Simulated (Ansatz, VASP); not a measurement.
**Two plane-wave programs on LiSi2B3**

Contents of INCAR:

```
SYSTEM = LiSi2B3
PREC     = Accurate       ! precision mode
ENCUT    = 750            ! plane-wave cutoff, eV
EDIFF    = 1E-7           ! SCF threshold, eV
ISMEAR   = 0              ! smearing method
SIGMA    = 0.1            ! smearing width, eV
LREAL    = .FALSE.        ! projectors in reciprocal space
LASPH    = .TRUE.         ! aspherical terms in the spheres
NELM     = 120            ! most SCF steps
ALGO     = Normal         ! electronic algorithm
ISIF     = 3              ! what is computed and relaxed
LWAVE    = .FALSE.        ! write WAVECAR
LCHARG   = .FALSE.        ! write CHGCAR
GGA      = PE             ! functional
IBRION   = 2              ! ionic algorithm
NSW      = 90             ! ionic steps
EDIFFG   = -0.04          ! ionic threshold
GGA_COMPAT= .FALSE.      
NELMIN   = 4
```

Contents of KPOINTS:

```
regular mesh
0
G
  6 6 4
  0 0 0
```

The input POSCAR:

```
LiSi2B3
1.0
    3.4505023500      0.0000000000      0.0000000000
   -1.7252511700      2.9882226900      0.0000000000
    0.0000000000      0.0000000000      6.0919979200
Li Si B
1 2 3
Direct
    0.0000000000      0.0000000000      0.5000000000
    0.3333333300      0.6666666700      0.5000000000
    0.6666666700      0.3333333300      0.5000000000
    0.0000000000      0.0000000000      0.7432735700
    0.0000000000      0.0000000000      0.2567264300
    0.0000000000      0.0000000000      0.0000000000
```

Input for Ansatz:

```yaml
crystal:
  lattice:
    - [3.45050235, 0.0, 0.0]
    - [-1.72525117, 2.98822269, 0.0]
    - [0.0, 0.0, 6.09199792]
  atoms:
    - { symbol: Li, position: [0.0, 0.0, 0.5] }
    - { symbol: Si, position: [0.33333333, 0.66666667, 0.5] }
    - { symbol: Si, position: [0.66666667, 0.33333333, 0.5] }
    - { symbol: B, position: [0.0, 0.0, 0.74327357] }
    - { symbol: B, position: [0.0, 0.0, 0.25672643] }
    - { symbol: B, position: [0.0, 0.0, 0.0] }
basis:
  ecutwfc: 420
kpoints:
  mp_grid: { grid: [6, 6, 4] }
hamiltonian:
  xc: pbe
scf:
  occupations: { method: gaussian, width: 0.1 }
  lower_state_search: "off"
output:
  forces: true
  stress: true
  eigenvalues: true
relax:
  adjacent_minimum: "off"
  f_tol: 0.04
  max_steps: 70
  cell: { stress_tol: 0.4 }
```

Alike in both runs: task relaxation of cell and atoms; functional PBE; k mesh 6 × 6 × 4; occupations gaussian, width 0.1 eV; no spin polarisation.

|  | VASP | Ansatz |
| --- | --- | --- |
| version | VASP 6.6.1 | Ansatz 0.2.0 |
| potentials or method | VASP PAW PBE potentials, release 64 (Li_sv, Si, B), cutoff 750 eV | scalar-relativistic, plane waves, PAW |
| valence electrons in the cell | 20 | 20 |

|  | VASP | Ansatz | Ansatz less VASP |
| --- | --- | --- | --- |
| gap on the k mesh at the Fermi level, each at its own relaxed structure (eV) | none | none | - |
| relaxed volume (Å³/atom) | 17.76 | 17.69 | -0.065 |
| relaxed cell length with the largest relative difference (Å) | 7.023 | 7.011 | -0.0113 |

A gap of «none» marks a metal or a gap that the smearing closes.

Noted on VASP's run: the volume moved by over 15 % at a fixed basis, so the end points are rough.
